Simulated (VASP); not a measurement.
# TePb (R-3m) in VASP: further runs

The runs below take TePb through single point, with PBE.

Program: VASP 6.6.1. These are calculated values, not measurements. Logs are shortened: lines on timing, memory, paths and dates and some standing lists are left out, and cuts for length are marked.

### 1 The cell of the first run

The structure is trigonal, space group R-3m (No. 166). Conventional cell: a = 4.295 Å, b = 4.295 Å, c = 12.623 Å, α = 90.00°, β = 90.00°, γ = 120.00°. Te (site symmetry -3m) has 6 Pb at 3.25 Å and 6 Te at 4.29 Å within 4.3 Å. Pb (site symmetry -3m) has 6 Te at 3.25 Å and 6 Pb at 4.29 Å within 4.3 Å.

### 2 Single point, PBE

Contents of INCAR:

```
SYSTEM = TePb
  ALGO = Normal
  EDIFF = 1E-7
  ENCUT = 520
  GGA = PE
  ISIF = 2
  ISMEAR = 0
  LASPH = .TRUE.
  LCHARG = .FALSE.
  LREAL = .FALSE.
  LWAVE = .FALSE.
  NBANDS = 17
  NELM = 100
  PREC = Accurate
  SIGMA = 0.05
```

Contents of KPOINTS:

```
k-points
0
G
  8 8 8
  0 0 0
```

Contents of POSCAR:

```
TePb
1.0
    0.4048964354      3.4416197006      3.4416197006
    3.4416197006      0.4048964354      3.4416197006
    3.4416197006      3.4416197006      0.4048964354
Te Pb
1 1
Direct
    0.5000000000      0.5000000000      0.5000000000
    0.0000000000      0.0000000000      0.0000000000
```

Potentials or basis: VASP PAW PBE potentials, release 64 (Te, Pb_d).

The run is started by

```sh
$ cat potpaw_PBE.64/Te/POTCAR potpaw_PBE.64/Pb_d/POTCAR > POTCAR
$ mpirun -np 1 vasp_std > vasp.out
```

OUTCAR:

```text
SYSTEM = TePb
   EDIFF = 1E-7
   ENCUT = 520
   GGA = PE
   ISIF = 2
   ISMEAR = 0
   LASPH = .TRUE.
   LREAL = .FALSE.
   NELM = 100
   PREC = Accurate

 ion  position               nearest neighbor table
   1  0.500  0.500  0.500-   2 3.25   2 3.25   2 3.25   2 3.25   2 3.25   2 3.25
   2  0.000  0.000  0.000-   1 3.25   1 3.25   1 3.25   1 3.25   1 3.25   1 3.25

  LATTYP: Found a trigonal (rhomboedric) cell.
 ALAT       =     4.8839976915
 COS(alpha) =     0.6134020619

  Lattice vectors:

 A1 = (   0.4048964354,   3.4416197006,   3.4416197006)
 A2 = (   3.4416197006,   0.4048964354,   3.4416197006)
 A3 = (   3.4416197006,   3.4416197006,   0.4048964354)

Analysis of symmetry for initial positions (statically):
=====================================================================
 Subroutine PRICEL returns:
 Original cell was already a primitive cell.

 Routine SETGRP: Setting up the symmetry group for a
 trigonal (rhombohedral) supercell.

 Subroutine GETGRP returns: Found 12 space group operations
 (whereof 12 operations were pure point group operations)
 out of a pool of 12 trial point group operations.

The static configuration has the point symmetry D_3d.

Analysis of symmetry for dynamics (positions and initial velocities):
=====================================================================
 Subroutine PRICEL returns:
 Original cell was already a primitive cell.

 Routine SETGRP: Setting up the symmetry group for a
 trigonal (rhombohedral) supercell.

 Subroutine GETGRP returns: Found 12 space group operations
 (whereof 12 operations were pure point group operations)
 out of a pool of 12 trial point group operations.

The dynamic configuration has the point symmetry D_3d.

 Subroutine INISYM returns: Found 12 space group operations
 (whereof 12 operations are pure point group operations),
 and found     1 'primitive' translations

----------------------------------------------------------------------------------------

                                     Primitive cell

  volume of cell :      67.2089

  direct lattice vectors                    reciprocal lattice vectors
     0.404896435  3.441619701  3.441619701    -0.173798444  0.155503871  0.155503871
     3.441619701  0.404896435  3.441619701     0.155503871 -0.173798444  0.155503871
     3.441619701  3.441619701  0.404896435     0.155503871  0.155503871 -0.173798444
[... 76 lines left out ...]
   ISTART =      0    job   : 0-new  1-cont  2-samecut
   ICHARG =      2    charge: 1-file 2-atom 10-const
   ISPIN  =      1    spin polarized calculation?
   LNONCOLLINEAR =      F non collinear calculations
   LSORBIT =      F    spin-orbit coupling
   LASPH  =      T    aspherical Exc in radial PAW
   ENCUT  =  520.0 eV  38.22 Ry    6.18 a.u.   9.08  9.08  9.08*2*pi/ulx,y,z
   NELM   =    100;   NELMIN=  2; NELMDL= -5     # of ELM steps
   EDIFF  = 0.1E-06   stopping-criterion for ELM
   LREAL  =      F    real-space projection
   EDIFFG = 0.1E-05   stopping-criterion for IOM
   NSW    =      0    number of steps for IOM
   IBRION =     -1    ionic relax: 0-MD 1-quasi-New 2-CG
   NFREE  =      0    steps in history (QN), initial steepest desc. (CG)
   ISIF   =      2    stress and relaxation
   ISYM   =      2    0-nonsym 1-usesym 2-fastsym
   POTIM  = 0.5000    time-step for ionic-motion
   TEBEG  =    0.0;   TEEND  =   0.0 temperature during run
   PSTRESS=    0.0 pullay stress
   NELECT =      20.0000    total number of electrons
   NUPDOWN=      -1.0000    fix difference up-down
   EMIN   =  10.00;   EMAX   =-10.00  energy-range for DOS
   EFERMI =   0.00;   METHOD = LEGACY
   ISMEAR =     0;   SIGMA  =   0.05  broadening in eV -4-tet -1-fermi 0-gaus
   EFERMI_NEDOS =   21; number of points for ismear=-14 and -15
   IALGO  =     38    algorithm
   IMIX   =      4    mixing-type and parameters
     AMIX     =   0.40;   BMIX     =  1.00
     AMIX_MAG =   1.60;   BMIX_MAG =  1.00
  volume/ion in A,a.u.               =      33.60       226.77
  Fermi-wavevector in a.u.,A,eV,Ry     =   1.092972  2.065418 16.253366  1.194589
  Thomas-Fermi vector in A             =   2.229249
   LORBIT       =      0    0 simple, 1 ext, 2 COOP (PROOUT), +10 PAW based schemes
   GGA     = PE    functional components
   LHFCALC =     F    Hartree Fock is set to
   AEXX    =    0.0000 exact exchange contribution
   IVDW    =     0    specifies the selected vdW correction
   LEPSILON=     F    determine dielectric tensor
   LRPA    =     F    only Hartree local field effects (RPA)
 non-spin polarized calculation
 Gauss-broadening in eV      SIGMA  =   0.05
  energy-cutoff  :      520.00
  volume of cell :       67.21
 maximum number of plane-waves:      1825
   NGX = 19   NGY = 19   NGZ = 19

 number of electron      20.0000000 magnetization

 Free energy of the ion-electron system (eV)
  ---------------------------------------------------
  ext. energy  EPLUGINS =         0.00000000
  ---------------------------------------------------
  free energy    TOTEN  =        -7.35294122 eV

  energy without entropy =       -7.35252256  energy(sigma->0) =       -7.35273189

 E-fermi :   5.8724     XC(G=0):  -9.3370

 val. band max:        5.8599090679   @ k =   0.3750   0.3750   0.3750
 cond. band min:       5.9667795295   @ k =  -0.3750   0.1250  -0.0000
 fundamental gap:      0.1068704617
 Fermi energy:         5.8723690370

 k-point     1 :       0.0000    0.0000    0.0000
  band No.  band energies     occupation
      1     -11.1323      2.00000
      2     -11.1323      2.00000
      3     -11.0994      2.00000
      4     -11.0914      2.00000
      5     -11.0914      2.00000
      6      -6.3134      2.00000
[... 457 lines left out ...]
      4     -11.0952      2.00000
      5     -11.0841      2.00000
      6      -5.5161      2.00000
[... 9 lines left out ...]
     16      13.4937      0.00000
     17      15.0588      0.00000

 [... further k-points ...]
[... 5 lines left out ...]
  --------------------------------------------------------------------------------------
  -------------------------------------------------------------------------------------
  Total        0.7584816      0.7584816      0.7584816     -0.8335662     -0.8335662     -0.8335662
  in kB       18.0812628     18.0812628     18.0812628    -19.8711852    -19.8711852    -19.8711852
  external PRESSURE =      18.0812628 kB  Pullay stress =       0.0000000 kB

 VOLUME and BASIS-vectors are now :
 -----------------------------------------------------------------------------
  energy-cutoff  :      520.00
  volume of cell :       67.21
      direct lattice vectors                 reciprocal lattice vectors
     0.404896435  3.441619701  3.441619701    -0.173798444  0.155503871  0.155503871
     3.441619701  0.404896435  3.441619701     0.155503871 -0.173798444  0.155503871
     3.441619701  3.441619701  0.404896435     0.155503871  0.155503871 -0.173798444

 POSITION                                       TOTAL-FORCE (eV/Angst)
 -----------------------------------------------------------------------------------
      3.64407      3.64407      3.64407         0.000000     -0.000000     -0.000000
      0.00000      0.00000      0.00000         0.000000      0.000000      0.000000
 -----------------------------------------------------------------------------------
    total drift:                               -0.000000      0.000000      0.000000

  FREE ENERGIE OF THE ION-ELECTRON SYSTEM (eV)
  ---------------------------------------------------
  free  energy   TOTEN  =        -7.3529412206 eV

  energy  without entropy=       -7.3525225578  energy(sigma->0) =       -7.35273189
```

Wall time 28 s (1 thread of Intel Xeon 6975P-C (Granite Rapids), shared host); peak memory 0.24 GiB.

Results:

```yaml
Free_energy: -7.3529 eV
Pressure: 1.8 GPa
Band_gap_on_the_k_mesh: zero (band 10 reaches 6.39 eV, above the bottom of band 11 at 5.56 eV)
```

Levels at points of the mesh, in eV from the Fermi level:
| k point | band 8 | band 9 | band 10 | band 11 | band 12 | band 13 |
| --- | --- | --- | --- | --- | --- | --- |
| (0.00, 0.00, 0.00) | -2.61 | -0.87 | -0.87 | 3.87 | 3.87 | 4.35 |
| (0.50, 0.00, 0.00) | -1.63 | -0.87 | -0.44 | -0.31 | 1.01 | 1.24 |
| (0.50, 0.50, 0.00) | -4.66 | -3.46 | -2.32 | 3.24 | 4.83 | 4.85 |
| (0.50, 0.50, 0.50) | -0.44 | -0.44 | 0.52 | 1.47 | 1.95 | 1.95 |

Caveat: spin-orbit coupling is left out, which moves the levels of the heavy elements.

### 3 Single point, PBE

This run uses another cell than the first one, of the same volume but with other edges.

Contents of INCAR:

```
SYSTEM = TePb
PREC = Accurate ; ENCUT = 520
EDIFF = 1E-6 ; ISMEAR = 0
SIGMA = 0.05 ; LREAL = .FALSE.
LASPH = .TRUE. ; NELM = 80
ALGO = Normal ; ISIF = 2
LWAVE = .FALSE. ; LCHARG = .FALSE.
GGA = PE ; NBANDS = 17
```

Contents of KPOINTS:

```
regular mesh
0
G
  8 8 8
  0 0 0
```

Contents of POSCAR:

```
TePb
1.0
    1.2617968510      3.9656472461      3.9656472461
    3.9656472461      1.2617968510      3.9656472461
    3.9656472461      3.9656472461      1.2617968510
Te Pb
1 1
Direct
    0.5000000000      0.5000000000      0.5000000000
    0.0000000000      0.0000000000      0.0000000000
```

Potentials or basis: VASP PAW PBE potentials, release 64 (Te, Pb_d).

The run is started by

```sh
$ cat potpaw_PBE.64/Te/POTCAR potpaw_PBE.64/Pb_d/POTCAR > POTCAR
$ mpirun -np 1 vasp_std > vasp.out
```

OUTCAR:

```text
SYSTEM = TePb
   PREC = Accurate
   ENCUT = 520
   EDIFF = 1E-6
   ISMEAR = 0
   LREAL = .FALSE.
   LASPH = .TRUE.
   NELM = 80
   ISIF = 2
   GGA = PE

 ion  position               nearest neighbor table
   1  0.500  0.500  0.500-   2 3.45   2 3.45   2 3.45   2 3.45   2 3.45   2 3.45
   2  0.000  0.000  0.000-   1 3.45   1 3.45   1 3.45   1 3.45   1 3.45   1 3.45

  LATTYP: Found a trigonal (rhomboedric) cell.
 ALAT       =     5.7484647911
 COS(alpha) =     0.7787610619

  Lattice vectors:

 A1 = (   1.2617968510,   3.9656472461,   3.9656472461)
 A2 = (   3.9656472461,   1.2617968510,   3.9656472461)
 A3 = (   3.9656472461,   3.9656472461,   1.2617968510)

Analysis of symmetry for initial positions (statically):
=====================================================================
 Subroutine PRICEL returns:
 Original cell was already a primitive cell.

 Routine SETGRP: Setting up the symmetry group for a
 trigonal (rhombohedral) supercell.

 Subroutine GETGRP returns: Found 12 space group operations
 (whereof 12 operations were pure point group operations)
 out of a pool of 12 trial point group operations.

The static configuration has the point symmetry D_3d.

Analysis of symmetry for dynamics (positions and initial velocities):
=====================================================================
 Subroutine PRICEL returns:
 Original cell was already a primitive cell.

 Routine SETGRP: Setting up the symmetry group for a
 trigonal (rhombohedral) supercell.

 Subroutine GETGRP returns: Found 12 space group operations
 (whereof 12 operations were pure point group operations)
 out of a pool of 12 trial point group operations.

The dynamic configuration has the point symmetry D_3d.

 Subroutine INISYM returns: Found 12 space group operations
 (whereof 12 operations are pure point group operations),
 and found     1 'primitive' translations

[... 108 lines left out ...]
   EFERMI =   0.00;   METHOD = LEGACY
   ISMEAR =     0;   SIGMA  =   0.05  broadening in eV -4-tet -1-fermi 0-gaus
   EFERMI_NEDOS =   21; number of points for ismear=-14 and -15
   IALGO  =     38    algorithm
   IMIX   =      4    mixing-type and parameters
     AMIX     =   0.40;   BMIX     =  1.00
     AMIX_MAG =   1.60;   BMIX_MAG =  1.00
  volume/ion in A,a.u.               =      33.60       226.77
  Fermi-wavevector in a.u.,A,eV,Ry     =   1.092972  2.065418 16.253366  1.194589
  Thomas-Fermi vector in A             =   2.229249
   LORBIT       =      0    0 simple, 1 ext, 2 COOP (PROOUT), +10 PAW based schemes
   GGA     = PE    functional components
   LHFCALC =     F    Hartree Fock is set to
   AEXX    =    0.0000 exact exchange contribution
   IVDW    =     0    specifies the selected vdW correction
   LEPSILON=     F    determine dielectric tensor
   LRPA    =     F    only Hartree local field effects (RPA)
 non-spin polarized calculation
 Gauss-broadening in eV      SIGMA  =   0.05
  energy-cutoff  :      520.00
  volume of cell :       67.21
 maximum number of plane-waves:      1834
 NGX is ok and might be reduce to    48

 number of electron      20.0000000 magnetization

 Free energy of the ion-electron system (eV)
  ---------------------------------------------------
  ext. energy  EPLUGINS =         0.00000000
  ---------------------------------------------------
  free energy    TOTEN  =        -6.69860621 eV

  energy without entropy =       -6.69540273  energy(sigma->0) =       -6.69700447

 E-fermi :   5.8937     XC(G=0):  -9.4756

 val. band max:        5.8711126408   @ k =   0.5000   0.5000   0.2500
 cond. band min:       5.9043511652   @ k =   0.5000   0.3750   0.2500
 fundamental gap:      0.0332385244
 Fermi energy:         5.8936762351

 k-point     1 :       0.0000    0.0000    0.0000
  band No.  band energies     occupation
      1     -11.1944      2.00000
      2     -11.1872      2.00000
      3     -11.1872      2.00000
      4     -11.1153      2.00000
      5     -11.1153      2.00000
      6      -6.1618      2.00000
[... 457 lines left out ...]
      4     -11.1331      2.00000
      5     -11.1229      2.00000
      6      -5.3559      2.00000
[... 9 lines left out ...]
     16      15.3025      0.00000
     17      15.6173      0.00000

 [... further k-points ...]
[... 5 lines left out ...]
  --------------------------------------------------------------------------------------
  -------------------------------------------------------------------------------------
  Total       -0.7562800     -0.7562800     -0.7562800     -0.7456347     -0.7456347     -0.7456347
  in kB      -18.0287791    -18.0287791    -18.0287791    -17.7750070    -17.7750070    -17.7750070
  external PRESSURE =     -18.0287791 kB  Pullay stress =       0.0000000 kB

 VOLUME and BASIS-vectors are now :
 -----------------------------------------------------------------------------
  energy-cutoff  :      520.00
  volume of cell :       67.21
      direct lattice vectors                 reciprocal lattice vectors
     1.261796851  3.965647246  3.965647246    -0.210302853  0.159540095  0.159540095
     3.965647246  1.261796851  3.965647246     0.159540095 -0.210302853  0.159540095
     3.965647246  3.965647246  1.261796851     0.159540095  0.159540095 -0.210302853

 POSITION                                       TOTAL-FORCE (eV/Angst)
 -----------------------------------------------------------------------------------
      4.59655      4.59655      4.59655        -0.000000      0.000000     -0.000000
      0.00000      0.00000      0.00000         0.000000     -0.000000      0.000000
 -----------------------------------------------------------------------------------
    total drift:                               -0.000000     -0.000000     -0.000000

  FREE ENERGIE OF THE ION-ELECTRON SYSTEM (eV)
  ---------------------------------------------------
  free  energy   TOTEN  =        -6.6986062050 eV

  energy  without entropy=       -6.6954027346  energy(sigma->0) =       -6.69700447
```

OSZICAR:

```text
N       E                     dE             d eps       ncg     rms          rms(c)
DAV:   1     0.149672686947E+03    0.14967E+03   -0.91963E+03  2210   0.114E+03
DAV:   2     0.330365719226E+01   -0.14637E+03   -0.14206E+03  2329   0.294E+02
DAV:   3    -0.656408163708E+01   -0.98677E+01   -0.96892E+01  2875   0.813E+01
DAV:   4    -0.683214109721E+01   -0.26806E+00   -0.26791E+00  2886   0.150E+01
DAV:   5    -0.684161963931E+01   -0.94785E-02   -0.94780E-02  3216   0.249E+00    0.380E+00
DAV:   6    -0.670072718948E+01    0.14089E+00   -0.69404E-01  3173   0.425E+00    0.260E+00
DAV:   7    -0.669881613597E+01    0.19111E-02   -0.30386E-02  2468   0.943E-01    0.136E+00
DAV:   8    -0.669865706172E+01    0.15907E-03   -0.76478E-03  2765   0.538E-01    0.325E-01
DAV:   9    -0.669862497797E+01    0.32084E-04   -0.47384E-04  3183   0.125E-01    0.216E-01
DAV:  10    -0.669861255286E+01    0.12425E-04   -0.60189E-04  2955   0.111E-01    0.543E-02
DAV:  11    -0.669860795021E+01    0.46026E-05   -0.56597E-05  2722   0.436E-02    0.364E-02
DAV:  12    -0.669860635477E+01    0.15954E-05   -0.52480E-06  2795   0.160E-02    0.187E-02
DAV:  13    -0.669860620505E+01    0.14972E-06   -0.21617E-06  1996   0.779E-03
   1 F= -.66986062E+01 E0= -.66970045E+01  d E =-.320347E-02
```

stdout:

```text
POSCAR found type information on POSCAR TePb
 POSCAR found :  2 types and       2 ions
 scaLAPACK will be used
 LDA part: xc-table for (Slater+PW92), standard interpolation
 POSCAR, INCAR and KPOINTS ok, starting setup
 FFT: planning ... GRIDC
 FFT: planning ... GRID_SOFT
 FFT: planning ... GRID
 WAVECAR not read
 entering main loop
```

It took 55 s on 1 thread of Intel Xeon 6975P-C (Granite Rapids), shared host; peak memory 0.34 GiB.

Results:

```yaml
Free_energy: -6.6986 eV
Pressure: -1.8 GPa
Band_gap_on_the_k_mesh: zero (band 10 reaches 6.91 eV, above the bottom of band 11 at 4.86 eV)
```

Caveat: spin-orbit coupling is left out, which moves the levels of the heavy elements.

### 4 Single point, PBE

This run uses another cell than the first one, of the same volume but with other edges.

Contents of INCAR:

```
PREC = Accurate
ENCUT = 520
EDIFF = 1E-6
ISMEAR = 0
SIGMA = 0.05
LREAL = False
LASPH = True
NELM = 100
ALGO = Normal
ISIF = 2
LWAVE = False
LCHARG = False
GGA = PE
NBANDS = 17
```

Contents of KPOINTS:

```
regular mesh
0
Gamma
  8 8 8
```

Contents of POSCAR:

```
TePb
1.0
   -0.1542806394      3.1517330627      3.1517330627
    3.1517330627     -0.1542806394      3.1517330627
    3.1517330627      3.1517330627     -0.1542806394
Te Pb
1 1
Direct
    0.5000000000      0.5000000000      0.5000000000
    0.0000000000      0.0000000000      0.0000000000
```

The run is started by

```sh
$ cat potpaw_PBE.64/Te/POTCAR potpaw_PBE.64/Pb_d/POTCAR > POTCAR
$ mpirun -np 1 vasp_std > vasp.out
```

Run time: 23 s. Hardware: 1 thread of Intel Xeon 6975P-C (Granite Rapids), shared host; peak memory 0.24 GiB.

It converged, with:

```yaml
Free_energy: -7.4785 eV
Pressure: 2.2 GPa
Band_gap_on_the_k_mesh: 0.25 eV, indirect (least direct gap 0.61 eV)
```

Stress tensor (GPa, compression positive):
```
2.19 0.61 0.61
0.61 2.19 0.61
0.61 0.61 2.19
```

Levels at points of the mesh, in eV from the valence-band top:
| k point | band 7 | band 8 | band 9 | band 10 | band 11 | band 12 | band 13 | band 14 |
| --- | --- | --- | --- | --- | --- | --- | --- | --- |
| (0.00, 0.00, 0.00) | -5.75 | -1.67 | -1.67 | -1.09 | 3.84 | 4.04 | 4.04 | 5.38 |
| (0.50, 0.00, 0.00) | -8.79 | -1.04 | -0.87 | 0.00 | 0.61 | 1.12 | 1.49 | 8.10 |
| (0.50, 0.50, 0.00) | -7.43 | -4.65 | -3.17 | -2.69 | 3.17 | 5.18 | 5.39 | 6.56 |
| (0.50, 0.50, 0.50) | -8.55 | -1.24 | -1.24 | -0.46 | 0.25 | 0.82 | 0.82 | 8.51 |

Caveat: spin-orbit coupling is left out, which moves the levels of the heavy elements.

[end of part 1 of 2]
